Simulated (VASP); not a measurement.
# SiO2 (I4/mmm) in VASP: notebook

Runs on SiO2. Level: PBE+D3(BJ). Tasks: single point.

All numbers are computed with VASP 6.6.1; they aren't measurements. Logs are shortened: lines on timing, memory, paths and dates and some standing lists are left out, and cuts for length are marked.

## (1) The cell of the first run

It takes space group I4/mmm (No. 139, tetragonal). Conventional cell: a = 8.944 Å, b = 8.944 Å, c = 5.224 Å, α = 90.00°, β = 90.00°, γ = 90.00°. Within 2.1 Å of Si (site symmetry m2m) lie 4 O at 1.60 to 1.61 Å. O (site symmetry m2m) has 2 Si at 1.61 Å within 2.1 Å. Within 2.1 Å of O (site symmetry 2/m) lie 2 Si at 1.60 Å.

## (2) Single point, PBE+D3(BJ)

INCAR reads:

```
SYSTEM = SiO2
ALGO = Normal
EDIFF = 1E-6
ENCUT = 520
GGA = PE
ISIF = 2
ISMEAR = -1
IVDW = 12
LASPH = .TRUE.
LCHARG = .FALSE.
LREAL = .FALSE.
LWAVE = .FALSE.
NBANDS = 44
NELM = 80
PREC = Accurate
SIGMA = 0.05
```

KPOINTS reads:

```
k-points
0
G
  6 6 6
  0 0 0
```

POSCAR reads:

```
SiO2
1.0
   -4.4720405200      4.4720405200      2.6117703500
    4.4720405200     -4.4720405200      2.6117703500
    4.4720405200      4.4720405200     -2.6117703500
Si O
4 8
Direct
    0.8231114200      0.8231114200      0.6462228400
    0.1768885800      0.8231114200      0.0000000000
    0.8231114200      0.1768885800      0.0000000000
    0.1768885800      0.1768885800      0.3537771600
    0.0000000000      0.7914513400      0.7914513400
    0.2085486600      0.0000000000      0.2085486600
    0.7914513400      0.0000000000      0.7914513400
    0.0000000000      0.2085486600      0.2085486600
    0.0000000000      0.0000000000      0.5000000000
    0.5000000000      0.0000000000      0.0000000000
    0.0000000000      0.5000000000      0.0000000000
    0.5000000000      0.5000000000      0.5000000000
```

Potentials or basis: VASP PAW PBE potentials, release 64 (Si, O).

Command:

```
$ cat potpaw_PBE.64/Si/POTCAR potpaw_PBE.64/O/POTCAR > POTCAR
$ mpirun -np 1 vasp_std > vasp.out
```

OUTCAR:

```text
SYSTEM = SiO2
   EDIFF = 1E-6
   ENCUT = 520
   GGA = PE
   ISIF = 2
   ISMEAR = -1
   IVDW = 12
   LASPH = .TRUE.
   LREAL = .FALSE.
   NELM = 80
   PREC = Accurate
 IVDW          = 12

 ion  position               nearest neighbor table
   1  0.823  0.823  0.646-   9 1.60  12 1.60   5 1.61   7 1.61
   2  0.177  0.823  0.000-  10 1.60  11 1.60   5 1.61   6 1.61
   3  0.823  0.177  0.000-  11 1.60  10 1.60   7 1.61   8 1.61
   4  0.177  0.177  0.354-  12 1.60   9 1.60   6 1.61   8 1.61
   5  0.000  0.791  0.791-   1 1.61   2 1.61
   6  0.209  0.000  0.209-   2 1.61   4 1.61
   7  0.791  0.000  0.791-   1 1.61   3 1.61
   8  0.000  0.209  0.209-   3 1.61   4 1.61
   9  0.000  0.000  0.500-   1 1.60   4 1.60
  10  0.500  0.000  0.000-   2 1.60   3 1.60
  11  0.000  0.500  0.000-   3 1.60   2 1.60
  12  0.500  0.500  0.500-   4 1.60   1 1.60

  LATTYP: Found a body centered tetragonal cell.
 ALAT       =     8.9440810400
 C/A-ratio  =     0.5840220674

  Lattice vectors:

 A1 = (  -4.4720405200,   4.4720405200,   2.6117703500)
 A2 = (   4.4720405200,  -4.4720405200,   2.6117703500)
 A3 = (   4.4720405200,   4.4720405200,  -2.6117703500)

Analysis of symmetry for initial positions (statically):
=====================================================================
 Subroutine PRICEL returns:
 Original cell was already a primitive cell.

 Routine SETGRP: Setting up the symmetry group for a
 body centered tetragonal supercell.

 Subroutine GETGRP returns: Found 16 space group operations
 (whereof 16 operations were pure point group operations)
 out of a pool of 16 trial point group operations.

The static configuration has the point symmetry D_4h.

Analysis of symmetry for dynamics (positions and initial velocities):
=====================================================================
 Subroutine PRICEL returns:
 Original cell was already a primitive cell.

 Routine SETGRP: Setting up the symmetry group for a
 body centered tetragonal supercell.

 Subroutine GETGRP returns: Found 16 space group operations
 (whereof 16 operations were pure point group operations)
 out of a pool of 16 trial point group operations.

The dynamic configuration has the point symmetry D_4h.

 Subroutine INISYM returns: Found 16 space group operations
 (whereof 16 operations are pure point group operations),
 and found     1 'primitive' translations

----------------------------------------------------------------------------------------

                                     Primitive cell

  volume of cell :     208.9327

  direct lattice vectors                    reciprocal lattice vectors
    -4.472040520  4.472040520  2.611770350     0.000000000  0.111805785  0.191441028
     4.472040520 -4.472040520  2.611770350     0.111805785  0.000000000  0.191441028
     4.472040520  4.472040520 -2.611770350     0.111805785  0.111805785  0.000000000

  length of vectors
     6.842487646  6.842487646  6.842487646     0.221698445  0.221698445  0.158117257

  position of ions in fractional coordinates (direct lattice)
     0.823111420  0.823111420  0.646222840
     0.176888580  0.823111420  0.000000000
     0.823111420  0.176888580  0.000000000
     0.176888580  0.176888580  0.353777160
     0.000000000  0.791451340  0.791451340
     0.208548660  0.000000000  0.208548660
     0.791451340  0.000000000  0.791451340
     0.000000000  0.208548660  0.208548660
     0.000000000  0.000000000  0.500000000
     0.500000000  0.000000000  0.000000000
     0.000000000  0.500000000  0.000000000
     0.500000000  0.500000000  0.500000000

  ion indices of the primitive-cell ions
   primitive index   ion index
                 1           1
                 2           2
                 3           3
                 4           4
                 5           5
                 6           6
                 7           7
                 8           8
                 9           9
                10          10
                11          11
                12          12

----------------------------------------------------------------------------------------

 KPOINTS: k-points

Automatic generation of k-mesh.
 Grid dimensions read from file:
 generate k-points for:    6    6    6

 Generating k-lattice:

  Cartesian coordinates                     Fractional coordinates (reciprocal lattice)
     0.000000000  0.018634297  0.031906838     0.166666667  0.000000000  0.000000000
     0.018634297  0.000000000  0.031906838     0.000000000  0.166666667  0.000000000
     0.018634297  0.018634297  0.000000000     0.000000000  0.000000000  0.166666667

  Length of vectors
     0.036949741  0.036949741  0.026352876

  Shift w.r.t. Gamma in fractional coordinates (k-lattice)
     0.000000000  0.000000000  0.000000000

 Subroutine IBZKPT returns following result:
 ===========================================

 Found     30 irreducible k-points:

 Following reciprocal coordinates:
            Coordinates               Weight
  0.000000  0.000000  0.000000      1.000000
  0.166667  0.000000  0.000000      8.000000
  0.333333  0.000000 -0.000000      8.000000
  0.500000  0.000000 -0.000000      4.000000
  0.166667  0.166667 -0.000000      8.000000
  0.333333  0.166667  0.000000     16.000000
[... 16 lines left out ...]
 -0.333333 -0.333333  0.166667      8.000000
 -0.166667 -0.333333  0.166667      8.000000
 [... further k-points ...]
   k-points           NKPTS =     30   k-points in BZ     NKDIM =     30   number of bands    NBANDS=     44
   number of dos      NEDOS =    301   number of ions     NIONS =     12
   total plane-waves  NPLWV = 157464
   dimension x,y,z NGX =    54 NGY =   54 NGZ =   54
   dimension x,y,z NGXF=   108 NGYF=  108 NGZF=  108
   ions per type =               4   8
   NGX,Y,Z   is equivalent  to a cutoff of  13.12, 13.12, 13.12 a.u.
   NGXF,Y,Z  is equivalent  to a cutoff of  26.24, 26.24, 26.24 a.u.
 SYSTEM =  SiO2
   PREC   = accura    normal or accurate (medium, high low for compatibility)
   ISTART =      0    job   : 0-new  1-cont  2-samecut
   ICHARG =      2    charge: 1-file 2-atom 10-const
   ISPIN  =      1    spin polarized calculation?
   LNONCOLLINEAR =      F non collinear calculations
   LSORBIT =      F    spin-orbit coupling
   LASPH  =      T    aspherical Exc in radial PAW
   ENCUT  =  520.0 eV  38.22 Ry    6.18 a.u.  12.72 12.72 12.72*2*pi/ulx,y,z
   NELM   =     80;   NELMIN=  2; NELMDL= -5     # of ELM steps
   EDIFF  = 0.1E-05   stopping-criterion for ELM
   LREAL  =      F    real-space projection
   EDIFFG = 0.1E-04   stopping-criterion for IOM
   NSW    =      0    number of steps for IOM
   IBRION =     -1    ionic relax: 0-MD 1-quasi-New 2-CG
   NFREE  =      0    steps in history (QN), initial steepest desc. (CG)
   ISIF   =      2    stress and relaxation
   ISYM   =      2    0-nonsym 1-usesym 2-fastsym
   POTIM  = 0.5000    time-step for ionic-motion
   TEBEG  =    0.0;   TEEND  =   0.0 temperature during run
   PSTRESS=    0.0 pullay stress
   NELECT =      64.0000    total number of electrons
   NUPDOWN=      -1.0000    fix difference up-down
   EMIN   =  10.00;   EMAX   =-10.00  energy-range for DOS
   EFERMI =   0.00;   METHOD = LEGACY
   ISMEAR =    -1;   SIGMA  =   0.05  broadening in eV -4-tet -1-fermi 0-gaus
   EFERMI_NEDOS =   21; number of points for ismear=-14 and -15
   IALGO  =     38    algorithm
   IMIX   =      4    mixing-type and parameters
     AMIX     =   0.40;   BMIX     =  1.00
     AMIX_MAG =   1.60;   BMIX_MAG =  1.00
  volume/ion in A,a.u.               =      17.41       117.50
  Fermi-wavevector in a.u.,A,eV,Ry     =   1.103569  2.085442 16.570042  1.217864
  Thomas-Fermi vector in A             =   2.240029
   LORBIT       =      0    0 simple, 1 ext, 2 COOP (PROOUT), +10 PAW based schemes
   GGA     = PE    functional components
   LHFCALC =     F    Hartree Fock is set to
   AEXX    =    0.0000 exact exchange contribution
   IVDW    =    12    specifies the selected vdW correction
   LEPSILON=     F    determine dielectric tensor
   LRPA    =     F    only Hartree local field effects (RPA)
 non-spin polarized calculation
  energy-cutoff  :      520.00
  volume of cell :      208.93
 maximum number of plane-waves:      5658
 NGX is ok and might be reduce to    54
   NGX = 25   NGY = 25   NGZ = 25

 number of electron      64.0000008 magnetization

 Free energy of the ion-electron system (eV)
  ---------------------------------------------------
  ext. energy  EPLUGINS =         0.00000000
  ---------------------------------------------------
  free energy    TOTEN  =       -94.79561061 eV

  energy without entropy =      -94.79561061  energy(sigma->0) =      -94.79561061

 E-fermi :   0.0735     XC(G=0):  -7.3385

 val. band max:       -1.0632642064   @ k =   0.5000   0.5000   0.5000
 cond. band min:       4.3900999619   @ k =   0.0000   0.0000   0.0000
 fundamental gap:      5.4533641683
 Fermi energy:         0.0735450340

 k-point     1 :       0.0000    0.0000    0.0000
  band No.  band energies     occupation
      1     -20.5466      2.00000
      2     -19.6822      2.00000
      3     -19.1391      2.00000
      4     -19.1391      2.00000
      5     -18.5437      2.00000
      6     -18.5077      2.00000
[... 36 lines left out ...]
     43      10.1639      0.00000
     44      10.1736      0.00000

 k-point     2 :       0.1667    0.0000    0.0000
  band No.  band energies     occupation
      1     -20.4785      2.00000
      2     -19.6792      2.00000
      3     -19.2401      2.00000
      4     -19.1403      2.00000
      5     -18.5419      2.00000
      6     -18.5124      2.00000
[... 1026 lines left out ...]
 k-point    24 :      -0.1667   -0.3333    0.1667
  band No.  band energies     occupation
      1     -20.1486      2.00000
      2     -19.6668      2.00000
      3     -19.6657      2.00000
      4     -19.1554      2.00000
      5     -18.5464      2.00000
      6     -18.5141      2.00000
[... 36 lines left out ...]
     43      10.0228      0.00000
     44      10.1908      0.00000

 [... further k-points ...]

------------------------ aborting loop because EDIFF is reached ----------------------------------------

 Edisp (eV)   -1.17619

 E8    (eV) :    -0.3905

  FORCE on cell =-STRESS in cart. coord.  units (eV):
  Direction    XX          YY          ZZ          XY          YZ          ZX
  --------------------------------------------------------------------------------------
  -------------------------------------------------------------------------------------
  Total       3.51298     3.51298     3.75596     0.00000     0.00000     0.00000
  in kB      26.93891    26.93891    28.80214     0.00000     0.00000     0.00000
  external pressure =       27.56 kB  Pullay stress =        0.00 kB

 VOLUME and BASIS-vectors are now :
 -----------------------------------------------------------------------------
  energy-cutoff  :      520.00
  volume of cell :      208.93
      direct lattice vectors                 reciprocal lattice vectors
    -4.472040520  4.472040520  2.611770350     0.000000000  0.111805785  0.191441028
     4.472040520 -4.472040520  2.611770350     0.111805785  0.000000000  0.191441028
     4.472040520  4.472040520 -2.611770350     0.111805785  0.111805785  0.000000000

 POSITION                                       TOTAL-FORCE (eV/Angst)
 -----------------------------------------------------------------------------------
      2.88993      2.88993      2.61177         0.016940      0.016940     -0.000000
      2.88993     -2.88993      2.61177         0.016940     -0.016940     -0.000000
     -2.88993      2.88993      2.61177        -0.016940      0.016940      0.000000
      1.58211      1.58211      0.00000        -0.016940     -0.016940      0.000000
      7.07880      0.00000      0.00000        -0.198392     -0.000000      0.000000
      0.00000      1.86528      0.00000        -0.000000      0.198392     -0.000000
      0.00000      7.07880      0.00000        -0.000000     -0.198392      0.000000
      1.86528      0.00000      0.00000         0.198392     -0.000000     -0.000000
      2.23602      2.23602     -1.30589        -0.000000     -0.000000     -0.000000
     -2.23602      2.23602      1.30589        -0.000000     -0.000000     -0.000000
      2.23602     -2.23602      1.30589        -0.000000     -0.000000     -0.000000
      2.23602      2.23602      1.30589        -0.000000     -0.000000     -0.000000
 -----------------------------------------------------------------------------------
    total drift:                               -0.000000     -0.000000      0.000000

  FREE ENERGIE OF THE ION-ELECTRON SYSTEM (eV)
  ---------------------------------------------------
  free  energy   TOTEN  =       -95.9717998337 eV

  energy  without entropy=      -95.9717998336  energy(sigma->0) =      -95.97179983
```

Wall time 12 min (1 thread of Oxide Virtual Turin-like, shared host); peak memory 0.47 GiB.

What came out:

* Free energy: -95.9718 eV
* Pressure: 2.8 GPa
* Largest force: 0.198 eV/Å
* Band gap on the k mesh: 5.45 eV (least direct gap 5.46 eV)
* Dispersion energy per atom: -0.098 eV

Forces on the atoms (eV/Å):
```
Si   0.017  0.017  0.000
Si   0.017 -0.017  0.000
Si  -0.017  0.017  0.000
Si  -0.017 -0.017  0.000
O   -0.198  0.000  0.000
O    0.000  0.198  0.000
O    0.000 -0.198  0.000
O    0.198  0.000  0.000
O    0.000  0.000  0.000
O    0.000  0.000  0.000
O    0.000  0.000  0.000
O    0.000  0.000  0.000
```

Caveat: three body term missing. A k mesh can miss the band edges.

(Continued in part 2 of 2.)
